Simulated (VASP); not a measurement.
Write the native input for VASP 6.6.1 that does the following.

| Quantity | Value |
| --- | --- |
| Task | relaxation of cell and atoms |
| Functional | PBE |
| Potentials or basis | VASP PAW PBE potentials, release 64 (Al, B, N) |
| Cutoff | 600 eV |
| k mesh | 6 × 6 × 2 |
| Occupations | gaussian, width 0.1 eV |
| Spin | no spin polarisation |
| Dipole correction | no |
| Further INCAR settings | ALGO = Normal; EDIFF = 1e-07; IBRION = 2; EDIFFG = -0.04; NSW = 90; ISIF = 3 |

The structure of Al2BN3 lies in POSCAR:

```
Al2BN3
1.0
    3.2046086500      0.0000000000      0.0000000000
   -1.6023043300      2.7752725000      0.0000000000
    0.0000000000      0.0000000000      7.8496560200
Al B N
2 1 3
Direct
    0.0000000000      0.0000000000      0.0000000000
    0.6666666700      0.3333333300      0.3333333300
    0.3333333300      0.6666666700      0.6666666700
    0.6666666700      0.3333333300      0.0833333300
    0.3333333300      0.6666666700      0.4166666700
    0.0000000000      0.0000000000      0.7500000000
```

One way to write it, as run:

INCAR

```
SYSTEM = Al2BN3
PREC = Accurate ; ENCUT = 600
EDIFF = 1E-7 ; ISMEAR = 0
SIGMA = 0.1 ; LREAL = .False.
LASPH = .True. ; NELM = 80
ALGO = Normal ; ISIF = 3
LWAVE = .False. ; LCHARG = .False.
GGA = PE ; IBRION = 2
NSW = 90 ; EDIFFG = -0.04
```

KPOINTS

```
regular mesh
0
Gamma
  6 6 2
  0 0 0
```

Potentials or basis: VASP PAW PBE potentials, release 64 (Al, B, N).

The run is started by

```sh
$ cat potpaw_PBE.64/Al/POTCAR potpaw_PBE.64/B/POTCAR potpaw_PBE.64/N/POTCAR > POTCAR
$ mpirun -np 1 vasp_std > vasp.out
```

Results of the run:

```json
{
  "Relaxed volume": "9.13 Å³/atom",
  "Relaxed cell": "a = 2.958 Å, b = 2.958 Å, c = 7.230 Å, α = 90.00°, β = 90.00°, γ = 120.00°",
  "Space group after relaxing (to 0.1 Å)": "P3m1 (No. 156)",
  "Energy gained by relaxing": "427.4 meV/atom",
  "Ionic steps": "12",
  "Pressure after relaxing": "0.0 GPa",
  "Largest force after relaxing": "0.006 eV/Å",
  "Band gap on the k mesh": "3.10 eV (least direct gap 4.07 eV)"
}
```

Caveat: the volume moved by over 15 % at a fixed basis, so the end points are rough.

Run time: 5.8 min on 1 thread of Intel Xeon 8259CL, on a shared host, peak memory 0.23 GiB.
